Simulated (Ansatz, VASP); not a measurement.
## Os: VASP beside Ansatz

```xyz
4
Lattice="4.2087 0.0000 0.0000 -2.1043 3.6448 0.0000 0.0000 0.0000 4.9360" Properties=species:S:1:pos:R:3 pbc="T T T"
Os    0.0000    0.0000    1.2340
Os    0.0000    0.0000    3.7020
Os    0.0000    2.4299    3.7020
Os    2.1043    1.2149    1.2340
```

Alike in both runs: functional PBE; k mesh 6 × 6 × 2; occupations gaussian, width 0.1 eV; no spin polarisation.

Ansatz relaxed the structure, and its values are those at the end. VASP's run is a single point on that final structure, the one shown.

```csv
,VASP,Ansatz
version,VASP 6.6.1,Ansatz 0.2.0
potentials or method,"VASP PAW PBE potentials, release 64 (Os), cutoff 520 eV","scalar-relativistic, plane waves, PAW"
valence electrons in the cell,32,64
```

Ansatz gave:

| Quantity | Value |
| --- | --- |
| gap on the k mesh at the Fermi level (eV) | none |
| pressure (GPa) | 0.0 |

**Question.** What did VASP give for the same quantities?

**Answer.** gap on the k mesh at the Fermi level (eV): none; pressure (GPa): -0.7.

A gap of «none» marks a metal or a gap that the smearing closes. VASP's potentials hold 32 valence electrons a cell and Ansatz's 64, so a difference there can come from the potentials and not from the codes.

The k mesh is coarse, so the values compare programs but aren't converged. Spin-orbit coupling is off throughout.
